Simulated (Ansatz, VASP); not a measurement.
# Two plane-wave programs on Ni

INCAR

```
PREC = Accurate
ENCUT = 600
EDIFF = 1E-6
ISMEAR = -1
SIGMA = 0.1
LREAL = False
LASPH = True
NELM = 120
ALGO = Normal
ISIF = 2
LWAVE = False
LCHARG = False
GGA = B5
ALDAX = 1.0
AGGAX = 1.0
AGGAC = 1.0
ALDAC = 0.0
NBANDS = 11
GGA_COMPAT = False
```

Contents of KPOINTS:

```
regular mesh
0
Gamma
  15 15 15
```

POSCAR

```
Ni
1.0
    2.3020557880      0.0000000000      0.0000000000
    0.0000000000      2.3020557880      0.0000000000
    0.0000000000      0.0000000000      2.3020557880
Ni
1
Direct
    0.0000000000      0.0000000000      0.0000000000
```

Input for Ansatz:

```yaml
crystal:
  lattice:
    - [2.302055788, 0.0, 0.0]
    - [0.0, 2.302055788, 0.0]
    - [0.0, 0.0, 2.302055788]
  atoms:
    - { symbol: Ni, position: [0.0, 0.0, 0.0] }
hamiltonian:
  xc: blyp
  pseudopotentials:
    kind: paw
    azcp:
      Ni: "pseudopotentials/Ni.paw.azcp"
basis:
  ecutwfc: 420
  fft_grid_basis: typed
kpoints:
  mp_grid: { grid: [15, 15, 15], shift: [0, 0, 0] }
magnetization:
  spin_polarized: false
scf:
  occupations: { method: fermi_dirac, width: 0.1 }
  lower_state_search: "off"
output:
  stress: true
```

Alike in both runs: task single point; functional BLYP; k mesh 15 × 15 × 15; occupations fermi-dirac, width 0.1 eV; no spin polarisation.

```csv
,VASP,Ansatz
version,VASP 6.6.1,Ansatz 0.2.0
potentials or method,"VASP PAW PBE potentials, release 64 (Ni), cutoff 600 eV","plane waves (420 eV) with PAW, scalar-relativistic"
valence electrons in the cell,10,18
```

```csv
,VASP,Ansatz,Ansatz less VASP
pressure (GPa),12.4,12.5,+0.14
```

VASP's potentials were made for PBE, not for BLYP. VASP's potentials hold 10 valence electrons a cell and Ansatz's 18, so a difference there can come from the potentials and not from the codes.
